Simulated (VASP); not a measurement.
A run of VASP 6.6.1 is set up as follows.

POSCAR

```
Al
1.0
   -1.6101554298      1.6101554298      1.6101554298
    1.6101554298     -1.6101554298      1.6101554298
    1.6101554298      1.6101554298     -1.6101554298
Al
1
Direct
    0.0000000000      0.0000000000      0.0000000000
```

File INCAR.step1:

```
SYSTEM = Al
PREC = Accurate
ENCUT = 520
ISMEAR = 0
SIGMA = 0.1
LREAL = .FALSE.
LASPH = .TRUE.
NELM = 100
NBANDS = 8
GGA = PE
ALGO = Normal
EDIFF = 1E-4
LWAVE = .TRUE.
LCHARG = .FALSE.
```

Contents of INCAR.step2:

```
SYSTEM = Al
PREC = Accurate
ENCUT = 520
EDIFF = 1E-6
ISMEAR = 0
SIGMA = 0.1
LREAL = .FALSE.
LASPH = .TRUE.
NELM = 100
ALGO = Normal
ISIF = 2
LWAVE = .FALSE.
LCHARG = .FALSE.
METAGGA = R2SCAN
LMIXTAU = .TRUE.
NBANDS = 8
ISTART = 1
```

Contents of KPOINTS:

```
Automatic mesh
0
G
  18 18 18
  0 0 0
```

Potentials or basis: VASP PAW PBE potentials, release 64 (Al).

The run is started by

```bash
$ cat potpaw_PBE.64/Al/POTCAR > POTCAR
$ cp INCAR.step1 INCAR
$ mpirun -np 1 vasp_std > vasp.out
$ cp INCAR.step2 INCAR
$ mpirun -np 1 vasp_std > vasp.out
```

Q: What does it give for the pressure?

A: -2.6 GPa.

Caveat: the PAW data sets were made with another functional, which shifts forces and pressure a little.
